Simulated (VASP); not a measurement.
# SiMo3 (Pm-3n) in VASP: further runs

Runs on SiMo3. Level: PBE. Tasks: single point, relaxation of cell and atoms.

Program: VASP 6.6.1. These are calculated values, not measurements. Logs are shortened: lines on timing, memory, paths and dates and some standing lists are left out, and cuts for length are marked.

### Step 1. The cell of the first run

It takes space group Pm-3n (No. 223, cubic). The conventional cell has a = 4.905 Å, b = 4.905 Å, c = 4.905 Å, α = 90.00°, β = 90.00°, γ = 90.00°. Within 3.6 Å of Si (site symmetry m-3) lie 12 Mo at 2.74 Å. Within 3.2 Å of Mo (site symmetry -4m2) lie 10 Mo at 2.45 to 3.00 Å and 4 Si at 2.74 Å.

### Step 2. Single point, PBE

INCAR

```
  PREC = Accurate
  ENCUT = 520
  EDIFF = 1E-6
  ISMEAR = 0
  SIGMA = 0.1
  LREAL = Auto
  LASPH = T
  NELM = 60
  ALGO = Fast
  ISIF = 2
  LWAVE = F
  LCHARG = F
  GGA = PE
  NBANDS = 106
```

KPOINTS

```
Automatic mesh
0
Gamma
  6 6 6
```

POSCAR

```
SiMo3
1.0
   -4.9054644199      4.9054644199      0.0000000000
    0.0000000000      4.9054644199     -4.9054644199
   -4.9054644199      0.0000000000     -4.9054644199
Si Mo
4 12
Direct
    0.7500000000      0.7500000000      0.7500000000
    0.2500000000      0.2500000000      0.2500000000
    0.5000000000      0.5000000000      0.5000000000
    0.0000000000      0.0000000000      0.0000000000
    0.8750000000      0.6250000000      0.1250000000
    0.3750000000      0.1250000000      0.6250000000
    0.6250000000      0.8750000000      0.3750000000
    0.1250000000      0.3750000000      0.8750000000
    0.6250000000      0.1250000000      0.8750000000
    0.1250000000      0.6250000000      0.3750000000
    0.8750000000      0.3750000000      0.6250000000
    0.3750000000      0.8750000000      0.1250000000
    0.8750000000      0.1250000000      0.3750000000
    0.3750000000      0.6250000000      0.8750000000
    0.6250000000      0.3750000000      0.1250000000
    0.1250000000      0.8750000000      0.6250000000
```

Potentials or basis: VASP PAW PBE potentials, release 64 (Si, Mo_sv).

Launch:

```sh
$ cat potpaw_PBE.64/Si/POTCAR potpaw_PBE.64/Mo_sv/POTCAR > POTCAR
$ mpirun -np 1 vasp_std > vasp.out
```

OUTCAR:

```text
PREC = Accurate
   ENCUT = 520
   EDIFF = 1E-6
   ISMEAR = 0
   LREAL = Auto
   LASPH = T
   NELM = 60
   ISIF = 2
   GGA = PE

 ion  position               nearest neighbor table
   1  0.750  0.750  0.750-   5 2.74   6 2.74   7 2.74   8 2.74   9 2.74  10 2.74  11 2.74  12 2.74
                            13 2.74  14 2.74  15 2.74  16 2.74
   2  0.250  0.250  0.250-   5 2.74   6 2.74   7 2.74   8 2.74   9 2.74  10 2.74  11 2.74  12 2.74
                            13 2.74  14 2.74  15 2.74  16 2.74
   3  0.500  0.500  0.500-   5 2.74   6 2.74   7 2.74   8 2.74   9 2.74  10 2.74  11 2.74  12 2.74
                            13 2.74  14 2.74  15 2.74  16 2.74
   4  0.000  0.000  0.000-   5 2.74   6 2.74   7 2.74   8 2.74   9 2.74  10 2.74  11 2.74  12 2.74
                            13 2.74  14 2.74  15 2.74  16 2.74
   5  0.875  0.625  0.125-   7 2.45   8 2.45   3 2.74   4 2.74   1 2.74   2 2.74   9 3.00  10 3.00
                            11 3.00  14 3.00  15 3.00  16 3.00  13 3.00  12 3.00
   6  0.375  0.125  0.625-   7 2.45   8 2.45   3 2.74   4 2.74   1 2.74   2 2.74   9 3.00  10 3.00
                            12 3.00  13 3.00  16 3.00  15 3.00  14 3.00  11 3.00
   7  0.625  0.875  0.375-   5 2.45   6 2.45   3 2.74   4 2.74   1 2.74   2 2.74  10 3.00  12 3.00
                            13 3.00  14 3.00  15 3.00   9 3.00  11 3.00  16 3.00
   8  0.125  0.375  0.875-   5 2.45   6 2.45   3 2.74   4 2.74   1 2.74   2 2.74   9 3.00  11 3.00
                            13 3.00  14 3.00  16 3.00  10 3.00  12 3.00  15 3.00
   9  0.625  0.125  0.875-  11 2.45  12 2.45   3 2.74   4 2.74   1 2.74   2 2.74   6 3.00   7 3.00
                             5 3.00   8 3.00  16 3.00  13 3.00  14 3.00  15 3.00
  10  0.125  0.625  0.375-  11 2.45  12 2.45   3 2.74   4 2.74   1 2.74   2 2.74   5 3.00   8 3.00
                             6 3.00   7 3.00  16 3.00  14 3.00  13 3.00  15 3.00
  11  0.875  0.375  0.625-   9 2.45  10 2.45   3 2.74   4 2.74   1 2.74   2 2.74   8 3.00   6 3.00
                             7 3.00   5 3.00  15 3.00  13 3.00  16 3.00  14 3.00
  12  0.375  0.875  0.125-   9 2.45  10 2.45   3 2.74   4 2.74   1 2.74   2 2.74   8 3.00   5 3.00
                             7 3.00   6 3.00  16 3.00  14 3.00  15 3.00  13 3.00
  13  0.875  0.125  0.375-  15 2.45  16 2.45   3 2.74   4 2.74   1 2.74   2 2.74   5 3.00   7 3.00
                             8 3.00   6 3.00  11 3.00  12 3.00  10 3.00   9 3.00
  14  0.375  0.625  0.875-  15 2.45  16 2.45   3 2.74   4 2.74   1 2.74   2 2.74   6 3.00   8 3.00
                             7 3.00   5 3.00  11 3.00  12 3.00   9 3.00  10 3.00
  15  0.625  0.375  0.125-  13 2.45  14 2.45   3 2.74   4 2.74   1 2.74   2 2.74   8 3.00   5 3.00
                             6 3.00   7 3.00  12 3.00  11 3.00   9 3.00  10 3.00
  16  0.125  0.875  0.625-  13 2.45  14 2.45   3 2.74   4 2.74   1 2.74   2 2.74   7 3.00   5 3.00
                             6 3.00   8 3.00  11 3.00  12 3.00  10 3.00   9 3.00

  LATTYP: Found a face centered cubic cell.
 ALAT       =     9.8109288398

  Lattice vectors:

 A1 = (  -4.9054644199,   4.9054644199,   0.0000000000)
 A2 = (   0.0000000000,   4.9054644199,  -4.9054644199)
 A3 = (  -4.9054644199,   0.0000000000,  -4.9054644199)

Analysis of symmetry for initial positions (statically):
=====================================================================
 Subroutine PRICEL returns following result:

  LATTYP: Found a simple cubic cell.
 ALAT       =     4.9054644199

  Lattice vectors:

 A1 = (   0.0000000000,   0.0000000000,   4.9054644199)
 A2 = (   0.0000000000,   4.9054644199,   0.0000000000)
 A3 = (  -4.9054644199,   0.0000000000,   0.0000000000)

   2 primitive cells build up your supercell.

 Routine SETGRP: Setting up the symmetry group for a
 face centered cubic supercell.

 Subroutine GETGRP returns: Found 48 space group operations
 (whereof 24 operations were pure point group operations)
 out of a pool of 48 trial point group operations.

The static configuration has the point symmetry T_h .
 The point group associated with its full space group is O_h .

Analysis of symmetry for dynamics (positions and initial velocities):
=====================================================================
 Subroutine PRICEL returns following result:

  LATTYP: Found a simple cubic cell.
 ALAT       =     4.9054644199

  Lattice vectors:

 A1 = (   0.0000000000,   0.0000000000,   4.9054644199)
 A2 = (   0.0000000000,   4.9054644199,   0.0000000000)
 A3 = (  -4.9054644199,   0.0000000000,   0.0000000000)

   2 primitive cells build up your supercell.

 Routine SETGRP: Setting up the symmetry group for a
 face centered cubic supercell.

[... 54 lines left out ...]
 Generating k-lattice:

  Cartesian coordinates                     Fractional coordinates (reciprocal lattice)
    -0.016987858  0.016987858  0.016987858     0.166666667  0.000000000  0.000000000
     0.016987858  0.016987858 -0.016987858     0.000000000  0.166666667  0.000000000
    -0.016987858 -0.016987858 -0.016987858     0.000000000  0.000000000  0.166666667

  Length of vectors
     0.029423833  0.029423833  0.029423833

  Shift w.r.t. Gamma in fractional coordinates (k-lattice)
     0.000000000  0.000000000  0.000000000

 Subroutine IBZKPT returns following result:
 ===========================================

 Found     16 irreducible k-points:

 Following reciprocal coordinates:
            Coordinates               Weight
  0.000000  0.000000  0.000000      1.000000
  0.166667  0.000000  0.000000      8.000000
  0.333333  0.000000  0.000000      8.000000
  0.500000  0.000000  0.000000      4.000000
  0.166667  0.166667  0.000000      6.000000
  0.333333  0.166667  0.000000     24.000000
[... 8 lines left out ...]
 -0.333333  0.333333  0.166667     24.000000
 -0.333333  0.500000  0.166667     12.000000
   k-points           NKPTS =     16   k-points in BZ     NKDIM =     16   number of bands    NBANDS=    106
   number of dos      NEDOS =    301   number of ions     NIONS =     16
   total plane-waves  NPLWV = 157464
   dimension x,y,z NGX =    54 NGY =   54 NGZ =   54
   dimension x,y,z NGXF=   108 NGYF=  108 NGZF=  108
   ions per type =               4  12
   NGX,Y,Z   is equivalent  to a cutoff of  12.94, 12.94, 12.94 a.u.
   NGXF,Y,Z  is equivalent  to a cutoff of  25.88, 25.88, 25.88 a.u.
 SYSTEM =  unknown system
   PREC   = accura    normal or accurate (medium, high low for compatibility)
   ISTART =      0    job   : 0-new  1-cont  2-samecut
   ICHARG =      2    charge: 1-file 2-atom 10-const
   ISPIN  =      1    spin polarized calculation?
   LNONCOLLINEAR =      F non collinear calculations
   LSORBIT =      F    spin-orbit coupling
   LASPH  =      T    aspherical Exc in radial PAW
   ENCUT  =  520.0 eV  38.22 Ry    6.18 a.u.  12.90 12.90 12.90*2*pi/ulx,y,z
   NELM   =     60;   NELMIN=  2; NELMDL= -5     # of ELM steps
   EDIFF  = 0.1E-05   stopping-criterion for ELM
   LREAL  =      T    real-space projection
   EDIFFG = 0.1E-04   stopping-criterion for IOM
   NSW    =      0    number of steps for IOM
   IBRION =     -1    ionic relax: 0-MD 1-quasi-New 2-CG
   NFREE  =      0    steps in history (QN), initial steepest desc. (CG)
   ISIF   =      2    stress and relaxation
   ISYM   =      2    0-nonsym 1-usesym 2-fastsym
   POTIM  = 0.5000    time-step for ionic-motion
   TEBEG  =    0.0;   TEEND  =   0.0 temperature during run
   PSTRESS=    0.0 pullay stress
   NELECT =     184.0000    total number of electrons
   NUPDOWN=      -1.0000    fix difference up-down
   EMIN   =  10.00;   EMAX   =-10.00  energy-range for DOS
   EFERMI =   0.00;   METHOD = LEGACY
   ISMEAR =     0;   SIGMA  =   0.10  broadening in eV -4-tet -1-fermi 0-gaus
   EFERMI_NEDOS =   21; number of points for ismear=-14 and -15
   IALGO  =     68    algorithm
   IMIX   =      4    mixing-type and parameters
     AMIX     =   0.40;   BMIX     =  1.00
     AMIX_MAG =   1.60;   BMIX_MAG =  1.00
  volume/ion in A,a.u.               =      14.76        99.57
  Fermi-wavevector in a.u.,A,eV,Ry     =   1.506575  2.847013 30.882056  2.269767
  Thomas-Fermi vector in A             =   2.617274
   LORBIT       =      0    0 simple, 1 ext, 2 COOP (PROOUT), +10 PAW based schemes
   GGA     = PE    functional components
   LHFCALC =     F    Hartree Fock is set to
   AEXX    =    0.0000 exact exchange contribution
   IVDW    =     0    specifies the selected vdW correction
   LEPSILON=     F    determine dielectric tensor
   LRPA    =     F    only Hartree local field effects (RPA)
 non-spin polarized calculation
 RMM-DIIS sequential band-by-band and
 Gauss-broadening in eV      SIGMA  =   0.10
  energy-cutoff  :      520.00
  volume of cell :      236.09
 maximum number of plane-waves:      6394
 NGX is ok and might be reduce to    54
   NGX = 25   NGY = 25   NGZ = 25

 number of electron     184.0000009 magnetization

 Free energy of the ion-electron system (eV)
  ---------------------------------------------------
  ext. energy  EPLUGINS =         0.00000000
  ---------------------------------------------------
  free energy    TOTEN  =      -158.02906267 eV

  energy without entropy =     -157.99459822  energy(sigma->0) =     -158.01183045

 E-fermi :  12.6112     XC(G=0): -13.0589

 val. band max:       12.5663411102   @ k =  -0.3333   0.1667   0.0000
 cond. band min:      12.6227119817   @ k =   0.5000   0.3333   0.1667
 fundamental gap:      0.0563708714
 Fermi energy:        12.6111925262

 k-point     1 :       0.0000    0.0000    0.0000
  band No.  band energies     occupation
      1     -48.6676      2.00000
      2     -48.5570      2.00000
      3     -48.5570      2.00000
      4     -48.4193      2.00000
      5     -48.4193      2.00000
      6     -48.4193      2.00000
[... 1701 lines left out ...]
    103      14.2214      0.00000
    104      14.2281      0.00000
 [bands above 104 left out]

------------------------ aborting loop because EDIFF is reached ----------------------------------------

  FORCE on cell =-STRESS in cart. coord.  units (eV):
  Direction    XX          YY          ZZ          XY          YZ          ZX
  --------------------------------------------------------------------------------------
  -------------------------------------------------------------------------------------
  Total        0.6494015      0.6494015      0.6494015      0.0000000      0.0000000      0.0000000
  in kB        4.4071057      4.4071057      4.4071057      0.0000000      0.0000000      0.0000000
  external PRESSURE =       4.4071057 kB  Pullay stress =       0.0000000 kB

 VOLUME and BASIS-vectors are now :
 -----------------------------------------------------------------------------
  energy-cutoff  :      520.00
  volume of cell :      236.09
      direct lattice vectors                 reciprocal lattice vectors
    -4.905464420  4.905464420  0.000000000    -0.101927148  0.101927148  0.101927148
     0.000000000  4.905464420 -4.905464420     0.101927148  0.101927148 -0.101927148
    -4.905464420  0.000000000 -4.905464420    -0.101927148 -0.101927148 -0.101927148

 POSITION                                       TOTAL-FORCE (eV/Angst)
 -----------------------------------------------------------------------------------
     -7.35820      7.35820     -7.35820        -0.000000      0.000000      0.000000
     -2.45273      2.45273     -2.45273        -0.000000      0.000000      0.000000
     -4.90546      4.90546     -4.90546        -0.000000      0.000000      0.000000
      0.00000      0.00000      0.00000        -0.000000      0.000000      0.000000
     -4.90546      7.35820     -3.67910        -0.000000      0.000000      0.000000
     -4.90546      2.45273     -3.67910         0.000000     -0.000000      0.000000
[... 8 lines left out ...]
     -3.67910      4.90546     -2.45273        -0.000000      0.000000      0.000000
     -3.67910      4.90546     -7.35820        -0.000000      0.000000      0.000000
 -----------------------------------------------------------------------------------
    total drift:                               -0.000000      0.000000     -0.000000

  FREE ENERGIE OF THE ION-ELECTRON SYSTEM (eV)
  ---------------------------------------------------
  free  energy   TOTEN  =      -158.0290626670 eV

  energy  without entropy=     -157.9945982247  energy(sigma->0) =     -158.01183045
```

It took 11 min on 1 thread of Intel Xeon Platinum 8559C (Emerald Rapids), shared host; peak memory 0.55 GiB.

What came out:

| Item | Value |
| --- | --- |
| Free energy | -158.0291 eV |
| Pressure | 0.4 GPa |
| Band gap on the k mesh | zero (bands 92 and 93 overlap by 0.31 eV) |

Levels at points of the mesh, in eV from the Fermi level:
```csv
k point,band 90,band 91,band 92,band 93,band 94,band 95
"(0.00, 0.00, 0.00)",-1.21,-1.21,-1.21,1.23,1.23,1.23
"(0.50, 0.00, 0.00)",-0.52,-0.52,-0.52,0.85,0.85,0.85
"(0.50, 0.50, 0.00)",-0.79,-0.68,-0.49,-0.13,0.22,0.22
```

### Step 3. Relaxation of cell and atoms, PBE

INCAR

```
SYSTEM = SiMo3
ALGO = Fast ; EDIFF = 1E-6
EDIFFG = -0.015 ; ENCUT = 600
GGA = PE ; IBRION = 2
ISIF = 3 ; ISMEAR = 0
LASPH = .TRUE. ; LCHARG = .FALSE.
LREAL = Auto ; LWAVE = .FALSE.
NELM = 100 ; NSW = 80
PREC = Accurate ; SIGMA = 0.1
```

KPOINTS

```
k-points
0
G
  6 6 6
  0 0 0
```

Edit POSCAR of step 2 so:

```diff
@@ -2,5 +2,5 @@
 1.0
-   -4.9054644199      4.9054644199      0.0000000000
-    0.0000000000      4.9054644199     -4.9054644199
-   -4.9054644199      0.0000000000     -4.9054644199
+   -4.9064533709      4.9064533709      0.0000000000
+    0.0000000000      4.9064533709     -4.9064533709
+   -4.9064533709      0.0000000000     -4.9064533709
 Si Mo
```

Potentials or basis: VASP PAW PBE potentials, release 64 (Si, Mo_sv).

Launch:

```sh
$ cat potpaw_PBE.64/Si/POTCAR potpaw_PBE.64/Mo_sv/POTCAR > POTCAR
$ mpirun -np 1 vasp_std > vasp.out
```

Wall time 46 min (1 thread of Oxide Virtual Turin-like, shared host); peak memory 0.62 GiB.

It converged, with:

```
Free energy                           : -158.0266 eV
Relaxed volume                        : 14.78 Å³/atom
Relaxed cell                          : a = 6.941 Å, b = 6.941 Å, c = 6.941 Å, α = 60.00°, β = 60.00°, γ = 60.00°
Space group after relaxing (to 0.1 Å) : Pm-3n (No. 223)
Energy gained by relaxing             : 0.0 meV/atom
Ionic steps                           : 3
Pressure after relaxing               : 0.0 GPa
Band gap on the k mesh                : zero (bands 92 and 93 overlap by 0.31 eV)
```

The path:
```
step  energy change (eV)  largest force (eV/Å)  pressure (GPa)  volume (Å³)
   1              0.0000                0.0000            0.25       236.23
   2              0.0009                0.0000           -0.59       237.03
   3             -0.0002                0.0000            0.00       236.46
```

Final structure:
```cif
data_structure
_symmetry_space_group_name_H-M 'P 1'
_symmetry_Int_Tables_number 1
_cell_length_a 6.9410
_cell_length_b 6.9410
_cell_length_c 6.9410
_cell_angle_alpha 60.000
_cell_angle_beta 60.000
_cell_angle_gamma 60.000
_cell_volume 236.46
loop_
_atom_site_label
_atom_site_type_symbol
_atom_site_fract_x
_atom_site_fract_y
_atom_site_fract_z
_atom_site_occupancy
Si1 Si 0.75000 0.75000 0.75000 1
Si2 Si 0.25000 0.25000 0.25000 1
Si3 Si 0.50000 0.50000 0.50000 1
Si4 Si 0.00000 0.00000 0.00000 1
Mo1 Mo 0.87500 0.62500 0.12500 1
Mo2 Mo 0.37500 0.12500 0.62500 1
Mo3 Mo 0.62500 0.87500 0.37500 1
Mo4 Mo 0.12500 0.37500 0.87500 1
Mo5 Mo 0.62500 0.12500 0.87500 1
Mo6 Mo 0.12500 0.62500 0.37500 1
Mo7 Mo 0.87500 0.37500 0.62500 1
Mo8 Mo 0.37500 0.87500 0.12500 1
Mo9 Mo 0.87500 0.12500 0.37500 1
Mo10 Mo 0.37500 0.62500 0.87500 1
Mo11 Mo 0.62500 0.37500 0.12500 1
Mo12 Mo 0.12500 0.87500 0.62500 1
```

Levels at points of the mesh, in eV from the Fermi level:
```tsv
k point	band 89	band 90	band 91	band 92	band 93	band 94	band 95	band 96
(0.00, 0.00, 0.00)	-1.21	-1.21	-1.21	-1.21	1.22	1.22	1.22	1.24
(0.50, 0.00, 0.00)	-0.51	-0.51	-0.51	-0.51	0.85	0.85	0.85	0.85
(0.50, 0.50, 0.00)	-0.88	-0.79	-0.68	-0.48	-0.13	0.22	0.22	0.22
```

The gap in the log of VASP goes by the Fermi energy; the results here count the filled bands.